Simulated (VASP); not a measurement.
# H (Immm) in VASP: further runs

The runs below take H through single point, with PBE.

All numbers are computed with VASP 6.6.1; they aren't measurements. Logs are shortened: lines on timing, memory, paths and dates and some standing lists are left out, and cuts for length are marked.

**1. The cell of the first run**

It takes space group Immm (No. 71, orthorhombic). The conventional cell has a = 3.561 Å, b = 3.858 Å, c = 4.571 Å, α = 90.00°, β = 90.00°, γ = 90.00°. H (site symmetry mm2) has 1 H at 0.75 Å within 1.0 Å.

**2. Single point, PBE (strain -0.0400 x Voigt [1, -1, 0, 0, 0, 0])**

File INCAR:

```
SYSTEM = H
PREC     = Accurate       ! precision mode
ENCUT    = 520            ! plane-wave cutoff, eV
EDIFF    = 1E-6           ! SCF threshold, eV
ISMEAR   = 0              ! smearing method
SIGMA    = 0.05           ! smearing width, eV
LREAL    = .FALSE.        ! projectors in reciprocal space
LASPH    = .TRUE.         ! aspherical terms in the spheres
NELM     = 100            ! most SCF steps
ALGO     = Normal         ! electronic algorithm
ISIF     = 2              ! what is computed and relaxed
LWAVE    = .FALSE.        ! write WAVECAR
LCHARG   = .FALSE.        ! write CHGCAR
GGA      = PE             ! functional
NBANDS   = 8              ! bands
```

File KPOINTS:

```
Automatic mesh
0
G
  8 8 8
  0 0 0
```

File POSCAR:

```
H
1.0
   -1.7806729323      1.9290623433      2.2855640979
    1.7806729323     -1.9290623433      2.2855640979
    1.7806729323      1.9290623433     -2.2855640979
H
2
Direct
    0.9178910720      0.9178910720      0.0000000000
    0.0821089280      0.0821089280      0.0000000000
```

Potentials or basis: VASP PAW PBE potentials, release 64 (H).

Started as:

```bash
$ cat potpaw_PBE.64/H/POTCAR > POTCAR
$ mpirun -np 1 vasp_std > vasp.out
```

OUTCAR:

```text
SYSTEM = H
   PREC = Accurate
   ENCUT = 520
   EDIFF = 1E-6
   ISMEAR = 0
   LREAL = .FALSE.
   LASPH = .TRUE.
   NELM = 100
   ISIF = 2
   GGA = PE

 ion  position               nearest neighbor table
   1  0.918  0.918  0.000-   2 0.75
   2  0.082  0.082  0.000-   1 0.75

  LATTYP: Found a body centered orthorhombic cell.
 ALAT       =     3.5613458646
 B/A-ratio  =     1.0833333333
 C/A-ratio  =     1.2835395296

  Lattice vectors:

 A1 = (  -1.7806729323,   1.9290623433,   2.2855640979)
 A2 = (   1.7806729323,  -1.9290623433,   2.2855640979)
 A3 = (   1.7806729323,   1.9290623433,  -2.2855640979)

Analysis of symmetry for initial positions (statically):
=====================================================================
 Subroutine PRICEL returns:
 Original cell was already a primitive cell.

 Routine SETGRP: Setting up the symmetry group for a
 body centered orthorhombic supercell.

 Subroutine GETGRP returns: Found  8 space group operations
 (whereof  8 operations were pure point group operations)
 out of a pool of  8 trial point group operations.

The static configuration has the point symmetry D_2h.

Analysis of symmetry for dynamics (positions and initial velocities):
=====================================================================
 Subroutine PRICEL returns:
 Original cell was already a primitive cell.

 Routine SETGRP: Setting up the symmetry group for a
 body centered orthorhombic supercell.

 Subroutine GETGRP returns: Found  8 space group operations
 (whereof  8 operations were pure point group operations)
 out of a pool of  8 trial point group operations.

The dynamic configuration has the point symmetry D_2h.

 Subroutine INISYM returns: Found  8 space group operations
 (whereof  8 operations are pure point group operations),
 and found     1 'primitive' translations

----------------------------------------------------------------------------------------

                                     Primitive cell

  volume of cell :      31.4039

  direct lattice vectors                    reciprocal lattice vectors
    -1.780672932  1.929062343  2.285564098     0.000000000  0.259193282  0.218764374
     1.780672932 -1.929062343  2.285564098     0.280792722  0.000000000  0.218764374
     1.780672932  1.929062343 -2.285564098     0.280792722  0.259193282  0.000000000

  length of vectors
     3.480787391  3.480787391  3.480787391     0.339174010  0.355952812  0.382133105

  position of ions in fractional coordinates (direct lattice)
     0.917891072  0.917891072  0.000000000
     0.082108928  0.082108928  0.000000000

  ion indices of the primitive-cell ions
   primitive index   ion index
                 1           1
                 2           2

----------------------------------------------------------------------------------------

 KPOINTS: Automatic mesh

Automatic generation of k-mesh.
 Grid dimensions read from file:
 generate k-points for:    8    8    8

 Generating k-lattice:

  Cartesian coordinates                     Fractional coordinates (reciprocal lattice)
     0.000000000  0.032399160  0.027345547     0.125000000  0.000000000  0.000000000
     0.035099090  0.000000000  0.027345547     0.000000000  0.125000000  0.000000000
     0.035099090  0.032399160  0.000000000     0.000000000  0.000000000  0.125000000

  Length of vectors
     0.042396751  0.044494101  0.047766638

  Shift w.r.t. Gamma in fractional coordinates (k-lattice)
     0.000000000  0.000000000  0.000000000

 Subroutine IBZKPT returns following result:
 ===========================================

 Found     95 irreducible k-points:

 Following reciprocal coordinates:
            Coordinates               Weight
  0.000000  0.000000  0.000000      1.000000
  0.125000  0.000000  0.000000      4.000000
  0.250000  0.000000  0.000000      4.000000
  0.375000  0.000000 -0.000000      4.000000
  0.500000  0.000000  0.000000      2.000000
  0.000000  0.125000  0.000000      4.000000
[... 16 lines left out ...]
  0.125000  0.375000  0.000000      8.000000
  0.250000  0.375000  0.000000      8.000000
 [... further k-points ...]
   k-points           NKPTS =     95   k-points in BZ     NKDIM =     95   number of bands    NBANDS=      8
   number of dos      NEDOS =    301   number of ions     NIONS =      2
   total plane-waves  NPLWV =  21952
   dimension x,y,z NGX =    28 NGY =   28 NGZ =   28
   dimension x,y,z NGXF=    56 NGYF=   56 NGZF=   56
   ions per type =               2
   NGX,Y,Z   is equivalent  to a cutoff of  13.37, 13.37, 13.37 a.u.
   NGXF,Y,Z  is equivalent  to a cutoff of  26.75, 26.75, 26.75 a.u.
 SYSTEM =  H
   PREC   = accura    normal or accurate (medium, high low for compatibility)
   ISTART =      0    job   : 0-new  1-cont  2-samecut
   ICHARG =      2    charge: 1-file 2-atom 10-const
   ISPIN  =      1    spin polarized calculation?
   LNONCOLLINEAR =      F non collinear calculations
   LSORBIT =      F    spin-orbit coupling
   LASPH  =      T    aspherical Exc in radial PAW
   ENCUT  =  520.0 eV  38.22 Ry    6.18 a.u.   6.47  6.47  6.47*2*pi/ulx,y,z
   NELM   =    100;   NELMIN=  2; NELMDL= -5     # of ELM steps
   EDIFF  = 0.1E-05   stopping-criterion for ELM
   LREAL  =      F    real-space projection
   EDIFFG = 0.1E-04   stopping-criterion for IOM
   NSW    =      0    number of steps for IOM
   IBRION =     -1    ionic relax: 0-MD 1-quasi-New 2-CG
   NFREE  =      0    steps in history (QN), initial steepest desc. (CG)
   ISIF   =      2    stress and relaxation
   ISYM   =      2    0-nonsym 1-usesym 2-fastsym
   POTIM  = 0.5000    time-step for ionic-motion
   TEBEG  =    0.0;   TEEND  =   0.0 temperature during run
   PSTRESS=    0.0 pullay stress
   NELECT =       2.0000    total number of electrons
   NUPDOWN=      -1.0000    fix difference up-down
   EMIN   =  10.00;   EMAX   =-10.00  energy-range for DOS
   EFERMI =   0.00;   METHOD = LEGACY
   ISMEAR =     0;   SIGMA  =   0.05  broadening in eV -4-tet -1-fermi 0-gaus
   EFERMI_NEDOS =   21; number of points for ismear=-14 and -15
   IALGO  =     38    algorithm
   IMIX   =      4    mixing-type and parameters
     AMIX     =   0.40;   BMIX     =  1.00
     AMIX_MAG =   1.60;   BMIX_MAG =  1.00
  volume/ion in A,a.u.               =      15.70       105.96
  Fermi-wavevector in a.u.,A,eV,Ry     =   0.653768  1.235442  5.815299  0.427412
  Thomas-Fermi vector in A             =   1.724113
   LORBIT       =      0    0 simple, 1 ext, 2 COOP (PROOUT), +10 PAW based schemes
   GGA     = PE    functional components
   LHFCALC =     F    Hartree Fock is set to
   AEXX    =    0.0000 exact exchange contribution
   IVDW    =     0    specifies the selected vdW correction
   LEPSILON=     F    determine dielectric tensor
   LRPA    =     F    only Hartree local field effects (RPA)
 non-spin polarized calculation
 Gauss-broadening in eV      SIGMA  =   0.05
  energy-cutoff  :      520.00
  volume of cell :       31.40
 maximum number of plane-waves:       869
 NGX is ok and might be reduce to    28
   NGX = 13   NGY = 13   NGZ = 13

 number of electron       2.0000000 magnetization

 Free energy of the ion-electron system (eV)
  ---------------------------------------------------
  ext. energy  EPLUGINS =         0.00000000
  ---------------------------------------------------
  free energy    TOTEN  =        -6.78970745 eV

  energy without entropy =       -6.78970745  energy(sigma->0) =       -6.78970745

 E-fermi :  -8.5907     XC(G=0):  -4.6600

 val. band max:       -8.8357711402   @ k =   0.5000   0.5000   0.5000
 cond. band min:       0.2910237516   @ k =   0.5000   0.0000   0.0000
 fundamental gap:      9.1267948918
 Fermi energy:        -8.5906723015

 k-point     1 :       0.0000    0.0000    0.0000
  band No.  band energies     occupation
      1     -10.2409      2.00000
      2       3.3027      0.00000
      3       6.8258      0.00000
      4      11.7438      0.00000
      5      12.7887      0.00000
      6      13.4869      0.00000
      7      15.0779      0.00000
      8      15.3652      0.00000

 k-point     2 :       0.1250    0.0000    0.0000
  band No.  band energies     occupation
      1     -10.1276      2.00000
      2       2.7972      0.00000
      3       6.9437      0.00000
      4      10.6577      0.00000
      5      12.0649      0.00000
      6      14.2804      0.00000
      7      14.8234      0.00000
      8      15.3337      0.00000

 k-point     3 :       0.2500    0.0000    0.0000
  band No.  band energies     occupation
      1      -9.8334      2.00000
      2       1.7059      0.00000
      3       7.0473      0.00000
      4       9.2910      0.00000
      5      11.1172      0.00000
      6      14.2625      0.00000
      7      14.5211      0.00000
      8      15.4963      0.00000

 k-point     4 :       0.3750    0.0000   -0.0000
  band No.  band energies     occupation
      1      -9.5036      2.00000
      2       0.6985      0.00000
      3       6.9001      0.00000
      4       8.6782      0.00000
      5      10.5098      0.00000
      6      13.3931      0.00000
      7      14.1678      0.00000
      8      15.5743      0.00000

 k-point     5 :       0.5000    0.0000    0.0000
  band No.  band energies     occupation
      1      -9.3538      2.00000
      2       0.2910      0.00000
      3       6.7687      0.00000
      4       8.5703      0.00000
      5      10.3057      0.00000
      6      13.0909      0.00000
      7      14.4707      0.00000
      8      14.6173      0.00000
[... 177 lines left out ...]
 k-point    22 :       0.0000    0.3750    0.0000
  band No.  band energies     occupation
      1      -9.4133      2.00000
      2       0.9867      0.00000
      3       6.8999      0.00000
      4       8.1275      0.00000
      5       9.4764      0.00000
      6      12.2174      0.00000
      7      13.9569      0.00000
      8      15.5300      0.00000

 k-point    23 :       0.1250    0.3750    0.0000
  band No.  band energies     occupation
      1      -9.2711      2.00000
      2       0.8580      0.00000
      3       5.7074      0.00000
      4       7.8911      0.00000
      5       9.6692      0.00000
      6      12.4689      0.00000
      7      14.2144      0.00000
      8      16.4276      0.00000

 k-point    24 :       0.2500    0.3750    0.0000
  band No.  band energies     occupation
      1      -9.1456      2.00000
      2       1.3168      0.00000
      3       3.9251      0.00000
      4       7.4948      0.00000
      5       9.2388      0.00000
      6      13.2289      0.00000
      7      15.8340      0.00000
      8      18.0990      0.00000

 [... further k-points ...]
[... 5 lines left out ...]
  --------------------------------------------------------------------------------------
  -------------------------------------------------------------------------------------
  Total       -0.0207175     -0.0275189     -0.0381092     -0.0000000      0.0000000      0.0000000
  in kB       -1.0569757     -1.4039685     -1.9442718     -0.0000000      0.0000000      0.0000000
  external PRESSURE =      -1.4684053 kB  Pullay stress =       0.0000000 kB

 VOLUME and BASIS-vectors are now :
 -----------------------------------------------------------------------------
  energy-cutoff  :      520.00
  volume of cell :       31.40
      direct lattice vectors                 reciprocal lattice vectors
    -1.780672932  1.929062343  2.285564098     0.000000000  0.259193282  0.218764374
     1.780672932 -1.929062343  2.285564098     0.280792722  0.000000000  0.218764374
     1.780672932  1.929062343 -2.285564098     0.280792722  0.259193282  0.000000000

 POSITION                                       TOTAL-FORCE (eV/Angst)
 -----------------------------------------------------------------------------------
      0.00000      0.00000      4.19580         0.000000     -0.000000      0.009667
      0.00000      0.00000      0.37533        -0.000000      0.000000     -0.009667
 -----------------------------------------------------------------------------------
    total drift:                                0.000000      0.000000     -0.000000

  FREE ENERGIE OF THE ION-ELECTRON SYSTEM (eV)
  ---------------------------------------------------
  free  energy   TOTEN  =        -6.7897074543 eV

  energy  without entropy=       -6.7897074543  energy(sigma->0) =       -6.78970745
```

Wall time 11 s (1 thread of Intel Xeon 6975P-C, shared host); peak memory 0.15 GiB.

What came out:

- Free energy: -6.7897 eV
- Pressure: -0.1 GPa
- Largest force: 0.010 eV/Å
- Band gap on the k mesh: 9.13 eV, indirect (least direct gap 9.64 eV)

Forces on the atoms (eV/Å):
```
H    0.000  0.000  0.010
H    0.000  0.000 -0.010
```

Levels at points of the mesh, in eV from the valence-band top:
```csv
k point,band 1,band 2,band 3,band 4,band 5
"(0.00, 0.00, 0.00)",-1.41,12.14,15.66,20.58,21.62
"(0.50, 0.00, 0.00)",-0.52,9.13,15.60,17.41,19.14
"(0.00, 0.50, 0.00)",-0.41,9.46,15.40,16.83,18.16
"(0.50, 0.50, 0.00)",-0.32,10.79,13.32,15.12,17.43
"(0.50, 0.50, 0.50)",0.00,10.13,14.54,14.76,16.06
```

Caveat: the cell differs from its parent crystal (strain -0.0400 x Voigt [1, -1, 0, 0, 0, 0]). A k mesh can miss the band edges.

**3. Single point, PBE (strain +0.0300 x Voigt [1, -1, 0, 0, 0, 0])**

File INCAR:

```
SYSTEM = H
  ALGO = Normal
  EDIFF = 1E-6
  ENCUT = 520
  GGA = PE
  ISIF = 2
  ISMEAR = 0
  LASPH = .TRUE.
  LCHARG = .FALSE.
  LREAL = .FALSE.
  LWAVE = .FALSE.
  NBANDS = 8
  NELM = 80
  PREC = Accurate
  SIGMA = 0.05
```

File KPOINTS:

```
k-points
0
G
  8 8 8
  0 0 0
```

File POSCAR:

```
H
1.0
   -1.9105136669      1.7992216087      2.2855640979
    1.9105136669     -1.7992216087      2.2855640979
    1.9105136669      1.7992216087     -2.2855640979
H
2
Direct
    0.9178910720      0.9178910720      0.0000000000
    0.0821089280      0.0821089280      0.0000000000
```

Potentials or basis: VASP PAW PBE potentials, release 64 (H).

Started as:

```bash
$ cat potpaw_PBE.64/H/POTCAR > POTCAR
$ mpirun -np 1 vasp_std > vasp.out
```

Run time: 10 s. Hardware: 1 thread of Intel Xeon 6975P-C, shared host; peak memory 0.15 GiB.

It converged, with:

| Quantity | Value |
| --- | --- |
| Free energy | -6.7898 eV |
| Pressure | -0.1 GPa |
| Largest force | 0.009 eV/Å |
| Band gap on the k mesh | 9.16 eV, indirect (least direct gap 9.67 eV) |

Forces on the atoms (eV/Å):
```
H    0.000  0.000  0.009
H    0.000  0.000 -0.009
```

Levels at points of the mesh, in eV from the valence-band top:
```csv
k point,band 1,band 2,band 3,band 4
"(0.00, 0.00, 0.00)",-1.41,12.13,15.68,20.70
"(0.50, 0.00, 0.00)",-0.43,9.41,15.42,16.90
"(0.00, 0.50, 0.00)",-0.51,9.16,15.57,17.34
"(0.50, 0.50, 0.00)",-0.33,10.78,13.31,15.11
"(0.50, 0.50, 0.50)",0.00,10.13,14.71,14.78
```

Caveat: the cell differs from its parent crystal (strain +0.0300 x Voigt [1, -1, 0, 0, 0, 0]).

**4. Single point, PBE (strain +0.0350 x Voigt [1, -1, 0, 0, 0, 0])**

File INCAR:

```
SYSTEM = H
ALGO     = Normal         ! electronic algorithm
EDIFF    = 1E-7           ! SCF threshold, eV
ENCUT    = 520            ! plane-wave cutoff, eV
GGA      = PE             ! functional
ISIF     = 2              ! what is computed and relaxed
ISMEAR   = 0              ! smearing method
LASPH    = .TRUE.         ! aspherical terms in the spheres
LCHARG   = .FALSE.        ! write CHGCAR
LREAL    = .FALSE.        ! projectors in reciprocal space
LWAVE    = .FALSE.        ! write WAVECAR
NBANDS   = 8              ! bands
NELM     = 80             ! most SCF steps
PREC     = Accurate       ! precision mode
SIGMA    = 0.05           ! smearing width, eV
```

KPOINTS is that of step 3.

File POSCAR:

```
H
1.0
   -1.9197880051      1.7899472705      2.2855640979
    1.9197880051     -1.7899472705      2.2855640979
    1.9197880051      1.7899472705     -2.2855640979
H
2
Direct
    0.9178910720      0.9178910720      0.0000000000
    0.0821089280      0.0821089280      0.0000000000
```

Started as:

```bash
$ cat potpaw_PBE.64/H/POTCAR > POTCAR
$ mpirun -np 1 vasp_std > vasp.out
```

It took 13 s on 1 thread of Intel Xeon 6975P-C, shared host; peak memory 0.15 GiB.

It converged, with:

```
Free energy            : -6.7897 eV
Pressure               : -0.1 GPa
Largest force          : 0.009 eV/Å
Band gap on the k mesh : 9.14 eV, indirect (least direct gap 9.66 eV)
```

Forces on the atoms (eV/Å):
```
H    0.000  0.000  0.009
H    0.000  0.000 -0.009
```

Levels at points of the mesh, in eV from the valence-band top:
```csv
k point,band 1,band 2,band 3,band 4,band 5
"(0.00, 0.00, 0.00)",-1.41,12.14,15.67,20.64,21.55
"(0.50, 0.00, 0.00)",-0.42,9.44,15.41,16.86,18.20
"(0.00, 0.50, 0.00)",-0.51,9.14,15.59,17.37,19.06
"(0.50, 0.50, 0.00)",-0.33,10.79,13.32,15.11,17.42
"(0.50, 0.50, 0.50)",0.00,10.13,14.63,14.77,15.96
```

Caveat: the cell differs from its parent crystal (strain +0.0350 x Voigt [1, -1, 0, 0, 0, 0]).

**5. The runs side by side**

```csv
cell,gap on the mesh (eV),pressure (GPa),largest force (eV/Å)
"a = 3.481 Å, angles 118.5, 112.7, 97.9°, 2 atoms",9.13,-0.1,0.01
"a = 3.480 Å, angles 113.4, 117.7, 97.9°, 2 atoms",9.16,-0.1,0.01
"a = 3.480 Å, angles 113.0, 118.1, 97.9°, 2 atoms",9.14,-0.1,0.01
```

Alike in all rows: task single point; level PBE; potentials or basis VASP PAW PBE potentials, release 64 (H); no spin polarisation; k mesh 8 × 8 × 8; cutoff (eV) 520; smearing gaussian 0.05 eV.

Absolute energies hang on the potentials; compare differences alone.
